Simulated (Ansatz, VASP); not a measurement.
## As2H in VASP and in Ansatz

The input INCAR:

```
SYSTEM = As2H
PREC = Accurate ; ENCUT = 520
EDIFF = 1E-7 ; ISMEAR = 0
SIGMA = 0.05 ; LREAL = .FALSE.
LASPH = .TRUE. ; NELM = 150
ALGO = Normal ; ISIF = 2
LWAVE = .FALSE. ; LCHARG = .TRUE.
ISPIN = 2 ; MAGMOM = 0 0 1
LORBIT = 11 ; LDIPOL = .TRUE.
IDIPOL = 3 ; DIPOL = 0.5 0.5 0.280
GGA = PE ; IVDW = 12
LELF = .TRUE. ; LVHAR = .TRUE.
LVACPOTAV = .TRUE. ; NBANDS = 16
```

File KPOINTS:

```
regular mesh
0
G
  9 9 1
  0 0 0
```

Contents of POSCAR:

```
As2H
1.0
    3.5713387681      0.0000000000      0.0000000000
   -1.7856693841      3.0928700987      0.0000000000
    0.0000000000      0.0000000000     18.3976402524
As H
2 1
Direct
    0.3333333333      0.6666666667      0.2933876398
    0.6666666667      0.3333333333      0.2174191877
    0.6666666667      0.6666666667      0.3303489018
```

Input for Ansatz:

```yaml
crystal:
  lattice:
    - [3.5713387681, 0.0, 0.0]
    - [-1.7856693841, 3.0928700987, 0.0]
    - [0.0, 0.0, 18.3976402524]
  atoms:
    - { symbol: As, position: [0.3333333333, 0.6666666667, 0.2933876398] }
    - { symbol: As, position: [0.6666666667, 0.3333333333, 0.2174191877] }
    - { symbol: H, position: [0.6666666667, 0.6666666667, 0.3303489018], spin: 1.0 }
basis:
  ecutwfc: 420
kpoints:
  mp_grid: { grid: [9, 9, 1] }
hamiltonian:
  xc: pbe
  dispersion: d3bj
scf:
  occupations: { method: gaussian, width: 0.05 }
output:
  forces: true
  eigenvalues: true
  populations: true
magnetization:
  spin_polarized: true
efield:
  axis: 3
  dipole_correction: true
  ramp_width: 0.04
```

Alike in both runs: task single point; functional PBE; dispersion D3(BJ); k mesh 9 × 9 × 1; occupations gaussian, width 0.05 eV; collinear spin.

|  | VASP | Ansatz |
| --- | --- | --- |
| version | VASP 6.6.1 | Ansatz 0.2.0 |
| potentials or method | VASP PAW PBE potentials, release 64 (As, H), cutoff 520 eV | scalar-relativistic, plane waves, PAW |
| valence electrons in the cell | 11 | 31 |

Ansatz gave:

* gap on the k mesh at the Fermi level (eV): none
* rms of the force components (eV/Å): 2.105
* net moment per atom (μB): 0.00
* work function, face that differs most (eV): 3.81

What did VASP give for the same quantities?

gap on the k mesh at the Fermi level (eV): none; rms of the force components (eV/Å): 2.188; net moment per atom (μB): 0.00; work function, face that differs most (eV): 3.81.

Atom by atom the forces differ by 0.088 eV/Å (rms over components). A gap of «none» marks a metal or a gap that the smearing closes. VASP's potentials hold 11 valence electrons a cell and Ansatz's 31, so a difference there can come from the potentials and not from the codes. Ansatz's warnings: seeded moment not kept.
